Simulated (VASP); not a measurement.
## AlB2P3: single point with PBE

The system is AlB2P3.

```
Al B P
1.0
     4.36705    0.00000    0.00000
    -2.18353    3.78198    0.00000
     0.00000    0.00000    4.43661
Al B P
1 2 3
Direct
  0.00000 0.00000 0.00000
  0.33333 0.66667 0.50000
  0.66667 0.33333 0.50000
  0.33333 0.66667 0.00000
  0.66667 0.33333 0.00000
  0.00000 0.00000 0.50000
```

```
Program             : VASP 6.6.1
Task                : single point
Functional          : PBE
Potentials or basis : VASP PAW PBE potentials, release 64 (Al, B, P)
Cutoff              : 520 eV
k mesh              : 12 × 12 × 8
Occupations         : gaussian, width 0.1 eV
Spin                : no spin polarisation
```

The pressure is -0.2 GPa and the band gap on the k mesh is zero (band 12 reaches 10.28 eV, above the bottom of band 13 at 6.56 eV).

Levels at points of the mesh, in eV from the Fermi level:
| k point | band 9 | band 10 | band 11 | band 12 | band 13 | band 14 | band 15 | band 16 |
| --- | --- | --- | --- | --- | --- | --- | --- | --- |
| (0.00, 0.00, 0.00) | -4.83 | -2.45 | -1.87 | -0.29 | -0.29 | -0.04 | -0.04 | 0.48 |
| (0.50, 0.00, 0.00) | -3.01 | -2.78 | -1.90 | 0.30 | 1.15 | 1.17 | 2.77 | 2.86 |
| (0.00, 0.00, 0.50) | -3.40 | -3.40 | -3.05 | -3.05 | -2.29 | -2.29 | -0.01 | 0.75 |
| (0.50, 0.00, 0.50) | -0.96 | 0.31 | 0.48 | 1.44 | 2.07 | 3.09 | 3.42 | 3.46 |

It took 47 s on 1 thread of Intel(R) Xeon(R) 6975P-C (Granite Rapids), with other jobs on the host, peak memory 0.26 GiB.
